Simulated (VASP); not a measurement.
# Ta4S in VASP: a series of runs

Ta4S is run at these levels: LDA; tasks: single point.

Everything below comes from runs of VASP 6.6.1. Logs are shortened: lines on timing, memory, paths and dates and some standing lists are left out, and cuts for length are marked.

## Step 1: The cell of the first run

The cell holds a slab with vacuum, 5 atoms: a = 3.253 Å, b = 3.253 Å, c = 20.213 Å, α = 90.00°, β = 90.00°, γ = 90.00°.

## Step 2: Single point, LDA

INCAR

```
  PREC = Accurate
  ENCUT = 520
  EDIFF = 1E-6
  ISMEAR = 0
  SIGMA = 0.1
  LREAL = F
  LASPH = T
  NELM = 60
  ALGO = Normal
  ISIF = 2
  LWAVE = F
  LCHARG = F
  LDIPOL = T
  IDIPOL = 3
  DIPOL = 0.5 0.5 0.363
  GGA = CA
  NBANDS = 33
```

KPOINTS

```
regular mesh
0
Gamma
  8 8 1
```

POSCAR

```
Ta4S
1.0
    3.2528501163      0.0000000000      0.0000000000
    0.0000000000      3.2528501163      0.0000000000
    0.0000000000      0.0000000000     20.2133955625
Ta S
4 1
Direct
    0.5000000000      0.5000000000      0.1978885728
    0.0000000000      0.0000000000      0.2783513062
    0.5000000000      0.5000000000      0.3580225063
    0.0000000000     -0.1022185782      0.4498741762
    0.0000000000      0.3750000000      0.5331751946
```

Potentials or basis: VASP PAW LDA potentials, release 64 (Ta_pv, S).

Started as:

```sh
cat potpaw_LDA.64/Ta_pv/POTCAR potpaw_LDA.64/S/POTCAR > POTCAR
mpirun -np 1 vasp_std > vasp.out
```

OUTCAR:

```text
PREC = Accurate
   ENCUT = 520
   EDIFF = 1E-6
   ISMEAR = 0
   LREAL = F
   LASPH = T
   NELM = 60
   ISIF = 2
   GGA = CA

 ion  position               nearest neighbor table
   1  0.500  0.500  0.198-   2 2.82   2 2.82   2 2.82   2 2.82   3 3.24
   2  0.000  0.000  0.278-   3 2.81   3 2.81   3 2.81   3 2.81   1 2.82   1 2.82   1 2.82   1 2.82
                             4 3.48
   3  0.500  0.500  0.358-   4 2.79   4 2.79   2 2.81   2 2.81   2 2.81   2 2.81   4 3.15   4 3.15
                             1 3.24
   4  0.000  0.898  0.450-   5 2.29   5 2.39   3 2.79   3 2.79   3 3.15   3 3.15   2 3.48
   5  0.000  0.375  0.533-   4 2.29   4 2.39

  LATTYP: Found a simple tetragonal cell.
 ALAT       =     3.2528501163
 C/A-ratio  =     6.2140568547

  Lattice vectors:

 A1 = (   3.2528501163,   0.0000000000,   0.0000000000)
 A2 = (   0.0000000000,   3.2528501163,   0.0000000000)
 A3 = (   0.0000000000,   0.0000000000,  20.2133955625)

Analysis of symmetry for initial positions (statically):
=====================================================================
 Subroutine PRICEL returns:
 Original cell was already a primitive cell.

 Routine SETGRP: Setting up the symmetry group for a
 simple tetragonal supercell.

 Subroutine GETGRP returns: Found  2 space group operations
 (whereof  2 operations were pure point group operations)
 out of a pool of 16 trial point group operations.

The static configuration has the point symmetry C_1h.

Analysis of symmetry for dynamics (positions and initial velocities):
=====================================================================
 Subroutine PRICEL returns:
 Original cell was already a primitive cell.

 Routine SETGRP: Setting up the symmetry group for a
 simple tetragonal supercell.

 Subroutine GETGRP returns: Found  2 space group operations
 (whereof  2 operations were pure point group operations)
 out of a pool of 16 trial point group operations.

The dynamic configuration has the point symmetry C_1h.

 Subroutine INISYM returns: Found  2 space group operations
 (whereof  2 operations are pure point group operations),
 and found     1 'primitive' translations

----------------------------------------------------------------------------------------

                                     Primitive cell

  volume of cell :     213.8786

[... 100 lines left out ...]
   ISYM   =      2    0-nonsym 1-usesym 2-fastsym
   POTIM  = 0.5000    time-step for ionic-motion
   TEBEG  =    0.0;   TEEND  =   0.0 temperature during run
   PSTRESS=    0.0 pullay stress
   NELECT =      50.0000    total number of electrons
   NUPDOWN=      -1.0000    fix difference up-down
   EMIN   =  10.00;   EMAX   =-10.00  energy-range for DOS
   EFERMI =   0.00;   METHOD = LEGACY
   ISMEAR =     0;   SIGMA  =   0.10  broadening in eV -4-tet -1-fermi 0-gaus
   EFERMI_NEDOS =   21; number of points for ismear=-14 and -15
   IALGO  =     38    algorithm
   IMIX   =      4    mixing-type and parameters
     AMIX     =   0.40;   BMIX     =  1.00
     AMIX_MAG =   1.60;   BMIX_MAG =  1.00
  volume/ion in A,a.u.               =      42.78       288.66
  Fermi-wavevector in a.u.,A,eV,Ry     =   1.008500  1.905788 13.838096  1.017071
  Thomas-Fermi vector in A             =   2.141370
   LORBIT       =      0    0 simple, 1 ext, 2 COOP (PROOUT), +10 PAW based schemes
   GGA     = CA    functional components
   LHFCALC =     F    Hartree Fock is set to
   AEXX    =    0.0000 exact exchange contribution
   IVDW    =     0    specifies the selected vdW correction
   LEPSILON=     F    determine dielectric tensor
   LRPA    =     F    only Hartree local field effects (RPA)
 non-spin polarized calculation
 Gauss-broadening in eV      SIGMA  =   0.10
  energy-cutoff  :      520.00
  volume of cell :      213.88
 maximum number of plane-waves:      5812
   NGX = 13   NGY = 13   NGZ = 75

 dipolmoment           0.000000      0.000000     -0.046349 electrons x Angstroem

 number of electron      50.0000006 magnetization

 dipolmoment           0.000000      0.000000      0.096927 electrons x Angstroem

 Free energy of the ion-electron system (eV)
  ---------------------------------------------------
  ext. energy  EPLUGINS =         0.00000000
  ---------------------------------------------------
  free energy    TOTEN  =       -53.98100053 eV

  energy without entropy =      -53.95561225  energy(sigma->0) =      -53.96830639

 E-fermi :  -0.4387     XC(G=0):  -6.1994

 val. band max:       -0.4513599571   @ k =   0.0000   0.2500   0.0000
 cond. band min:      -0.4359047346   @ k =  -0.2500   0.5000   0.0000
 fundamental gap:      0.0154552225
 Fermi energy:        -0.4386557298

 k-point     1 :       0.0000    0.0000    0.0000
  band No.  band energies     occupation
      1     -35.0485      2.00000
      2     -34.8500      2.00000
      3     -34.8361      2.00000
      4     -34.6905      2.00000
      5     -34.5387      2.00000
      6     -34.4580      2.00000
[... 853 lines left out ...]
     32       3.6202      0.00000
     33       3.8845      0.00000

 [... further k-points ...]

------------------------ aborting loop because EDIFF is reached ----------------------------------------

 vacuum level on the upper side and lower side of the slab       (xc-potential included)         0.678        -0.968

  FORCE on cell =-STRESS in cart. coord.  units (eV):
  Direction    XX          YY          ZZ          XY          YZ          ZX
  --------------------------------------------------------------------------------------
  -------------------------------------------------------------------------------------
  Total       -5.0734375     -5.5640060     -3.1018801      0.0000000      2.4403118      0.0000000
  in kB      -38.0054187    -41.6802955    -23.2363661      0.0000000     18.2805192      0.0000000
  external PRESSURE =     -34.3073601 kB  Pullay stress =       0.0000000 kB

 VOLUME and BASIS-vectors are now :
 -----------------------------------------------------------------------------
  energy-cutoff  :      520.00
  volume of cell :      213.88
      direct lattice vectors                 reciprocal lattice vectors
     3.252850116  0.000000000  0.000000000     0.307422711  0.000000000  0.000000000
     0.000000000  3.252850116  0.000000000     0.000000000  0.307422711  0.000000000
     0.000000000  0.000000000 20.213395563     0.000000000  0.000000000  0.049472143

 POSITION                                       TOTAL-FORCE (eV/Angst)
 -----------------------------------------------------------------------------------
      1.62643      1.62643      4.00000         0.000000      0.012914      1.487388
      0.00000      0.00000      5.62643         0.000000     -0.066373     -0.995143
      1.62643      1.62643      7.23685         0.000000     -0.617324     -0.531764
      0.00000      2.92035      9.09348         0.000000     -0.000322      0.002366
      0.00000      1.21982     10.77728         0.000000      0.671106      0.037153
 -----------------------------------------------------------------------------------
    total drift:                                0.000000     -0.000056      0.000236

  FREE ENERGIE OF THE ION-ELECTRON SYSTEM (eV)
  ---------------------------------------------------
  free  energy   TOTEN  =       -53.9810005267 eV

  energy  without entropy=      -53.9556122540  energy(sigma->0) =      -53.96830639

 vacuum level on the upper side and lower side of the slab         5.350         3.625
```

stdout:

```text
POSCAR found type information on POSCAR TaS
 POSCAR found :  2 types and       5 ions
 scaLAPACK will be used
 LDA part: xc-table for (Slater(with rela. corr.)+CA(PZ))
 , standard interpolation
 POSCAR, INCAR and KPOINTS ok, starting setup
 FFT: planning ... GRIDC
 FFT: planning ... GRID_SOFT
 FFT: planning ... GRID
 WAVECAR not read
 entering main loop
```

Run time: 3.9 min. Hardware: 1 thread of Intel Xeon Platinum 8375C at 2.90GHz (Ice Lake), shared host; peak memory 0.32 GiB.

What came out:

| Item | Value |
| --- | --- |
| Free energy | -53.9810 eV |
| Largest force | 1.487 eV/Å |
| Band gap on the k mesh | zero (bands 25 and 26 overlap by 0.55 eV) |

Forces on the atoms (eV/Å):
```
Ta   0.000  0.013  1.487
Ta   0.000 -0.066 -0.995
Ta   0.000 -0.617 -0.532
Ta   0.000  0.000  0.002
S    0.000  0.671  0.037
```

Levels at points of the mesh, in eV from the Fermi level:
| k point | band 21 | band 22 | band 23 | band 24 | band 25 | band 26 | band 27 | band 28 | band 29 | band 30 |
| --- | --- | --- | --- | --- | --- | --- | --- | --- | --- | --- |
| (0.00, 0.00, 0.00) | -1.17 | -0.96 | -0.10 | 0.17 | 0.37 | 0.48 | 0.85 | 1.10 | 1.35 | 2.02 |
| (0.50, 0.00, 0.00) | -1.25 | -0.94 | -0.89 | -0.42 | 0.20 | 0.42 | 0.97 | 1.10 | 1.43 | 1.90 |
| (0.00, 0.50, 0.00) | -1.20 | -1.10 | -0.80 | -0.68 | -0.20 | 0.50 | 0.75 | 1.35 | 1.74 | 2.29 |
| (0.50, 0.50, 0.00) | -1.85 | -1.68 | -1.28 | -0.54 | -0.29 | 0.28 | 1.70 | 2.42 | 2.55 | 2.63 |

Caveat: spin-orbit coupling is left out, which moves the levels of the heavy elements.

## Step 3: Single point, LDA

INCAR

```
PREC = Accurate
ENCUT = 520
EDIFF = 1E-6
ISMEAR = 0
SIGMA = 0.1
LREAL = False
LASPH = True
NELM = 80
ALGO = Normal
ISIF = 2
LWAVE = False
LCHARG = False
LDIPOL = True
IDIPOL = 3
DIPOL = 0.5 0.5 0.361
NBANDS = 33
```

KPOINTS is that of step 2.

Edit POSCAR of step 2 so:

```diff
@@ -11,3 +11,3 @@
     0.5000000000      0.5000000000      0.3580225063
-    0.0000000000     -0.1022185782      0.4498741762
-    0.0000000000      0.3750000000      0.5331751946
+   -0.0113944705      0.0000000000      0.4436441695
+    0.1250000000      0.5000000000      0.5252366022
```

Potentials or basis: VASP PAW LDA potentials, release 64 (Ta_pv, S).

Started as:

```sh
cat potpaw_LDA.64/Ta_pv/POTCAR potpaw_LDA.64/S/POTCAR > POTCAR
mpirun -np 1 vasp_std > vasp.out
```

It took 4.2 min on 1 thread of Intel Xeon Platinum 8375C at 2.90GHz (Ice Lake), shared host; peak memory 0.32 GiB.

Results (log left out):

- Free energy: -54.1422 eV
- Largest force: 1.218 eV/Å
- Band gap on the k mesh: zero (bands 25 and 26 overlap by 0.57 eV)

Forces in eV/Å, atoms in the order of the input:
```
Ta   0.065  0.000  1.216
Ta   0.050  0.000 -1.000
Ta  -0.289  0.000 -0.260
Ta  -0.013  0.000  0.002
S    0.187  0.000  0.041
```

Levels at points of the mesh, in eV from the Fermi level:
| k point | band 23 | band 24 | band 25 | band 26 | band 27 | band 28 |
| --- | --- | --- | --- | --- | --- | --- |
| (0.00, 0.00, 0.00) | -0.17 | 0.33 | 0.37 | 0.41 | 0.84 | 0.87 |
| (0.50, 0.00, 0.00) | -0.92 | -0.44 | 0.12 | 0.32 | 0.60 | 0.95 |
| (0.00, 0.50, 0.00) | -0.93 | -0.67 | 0.07 | 0.36 | 0.40 | 1.21 |
| (0.50, 0.50, 0.00) | -1.50 | -0.37 | -0.30 | 0.18 | 1.51 | 2.35 |

Caveat: spin-orbit coupling is left out, which moves the levels of the heavy elements.

## Step 4: Single point, LDA

INCAR

```
ALGO     = Normal         # electronic algorithm
DIPOL    = 0.5 0.5 0.354
EDIFF    = 1E-6           # SCF threshold, eV
ENCUT    = 520            # plane-wave cutoff, eV
GGA      = CA             # functional
IDIPOL   = 3            
ISIF     = 2              # what is computed and relaxed
ISMEAR   = 0              # smearing method
LASPH    = T              # aspherical terms in the spheres
LCHARG   = F              # write CHGCAR
LDIPOL   = T            
LREAL    = F              # projectors in reciprocal space
LWAVE    = F              # write WAVECAR
NBANDS   = 33             # bands
NELM     = 100            # most SCF steps
PREC     = Accurate       # precision mode
SIGMA    = 0.1            # smearing width, eV
```

KPOINTS

```
k-points
0
Gamma
  8 8 1
```

Edit POSCAR of step 3 so:

```diff
@@ -11,3 +11,3 @@
     0.5000000000      0.5000000000      0.3580225063
-   -0.0113944705      0.0000000000      0.4436441695
-    0.1250000000      0.5000000000      0.5252366022
+   -0.0953526139      0.0000000000      0.4427869641
+    0.3750000000      0.5000000000      0.4910113509
```

Started as:

```sh
cat potpaw_LDA.64/Ta_pv/POTCAR potpaw_LDA.64/S/POTCAR > POTCAR
mpirun -np 1 vasp_std > vasp.out
```

Wall time 3.3 min (1 thread of Intel Xeon Platinum 8375C at 2.90GHz (Ice Lake), shared host); peak memory 0.32 GiB.

Results (log left out):

* Free energy: -55.5217 eV
* Largest force: 1.476 eV/Å
* Band gap on the k mesh: zero (bands 25 and 26 overlap by 0.25 eV)

Forces on the atoms (eV/Å):
```
Ta   0.136  0.000  1.320
Ta   0.089  0.000 -0.700
Ta  -1.309  0.000 -0.683
Ta  -0.009  0.000  0.019
S    1.093  0.000  0.044
```

Levels at points of the mesh, in eV from the Fermi level:
| k point | band 22 | band 23 | band 24 | band 25 | band 26 | band 27 | band 28 | band 29 |
| --- | --- | --- | --- | --- | --- | --- | --- | --- |
| (0.00, 0.00, 0.00) | -1.21 | -0.34 | -0.15 | 0.20 | 0.49 | 0.63 | 0.75 | 1.25 |
| (0.50, 0.00, 0.00) | -1.56 | -1.22 | -0.84 | -0.43 | 0.02 | 0.62 | 1.23 | 1.79 |
| (0.00, 0.50, 0.00) | -1.25 | -1.21 | -0.97 | -0.36 | 0.10 | 0.43 | 1.15 | 1.78 |
| (0.50, 0.50, 0.00) | -1.85 | -1.83 | -0.29 | -0.27 | 1.61 | 2.29 | 2.29 | 2.49 |

Caveat: spin-orbit coupling is left out, which moves the levels of the heavy elements.

## Step 5: Summary

| cell | gap on the mesh (eV) | largest force (eV/Å) |
| --- | --- | --- |
| as given, atomic positions A | none | 1.49 |
| as given, atomic positions B | none | 1.22 |
| as given, atomic positions C | none | 1.48 |

Alike in all rows: task single point; level LDA; potentials or basis VASP PAW LDA potentials, release 64 (Ta_pv, S); no spin polarisation; k mesh 8 × 8 × 1; cutoff (eV) 520; smearing gaussian 0.1 eV.

Caveats: spin-orbit coupling is left out, which moves the levels of the heavy elements.

Total energies depend on the potentials used, so only differences within one code and one set of settings carry meaning.
